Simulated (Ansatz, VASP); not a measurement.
## SnO: VASP beside Ansatz

```
Sn O
1.0
     3.82015    0.00030    0.00000
    -0.00031    3.82015    0.00000
     0.00000    0.00000   22.22608
Sn O
4 4
Cartesian
  3.8196 3.8202 4.5000
  1.9097 1.9100 6.8630
  2.8646 3.8202 10.6630
  0.9547 1.9099 13.0261
  3.8198 1.9102 5.6815
  1.9096 3.8201 5.6815
  2.8648 1.9101 11.8446
  0.9545 3.8200 11.8446
```

Alike in both runs: task single point; functional PBE; dispersion D3(BJ); k mesh 7 × 7 × 1; occupations gaussian, width 0.05 eV; no spin polarisation.

|  | VASP | Ansatz |
| --- | --- | --- |
| version | VASP 6.6.1 | Ansatz 0.2.0 |
| potentials or method | VASP PAW PBE potentials, release 64 (Sn_d, O), cutoff 520 eV | scalar-relativistic, plane waves, PAW |
| valence electrons in the cell | 80 | 80 |

Ansatz gave:

* gap on the k mesh at the Fermi level (eV): 2.42
* least direct gap on the mesh (eV): 2.54
* rms of the force components (eV/Å): 0.023

Question: What did VASP give for the same quantities?

Answer: gap on the k mesh at the Fermi level (eV): 2.41; least direct gap on the mesh (eV): 2.50; rms of the force components (eV/Å): 0.051.

Ansatz's warnings: structure snapped to symmetry.
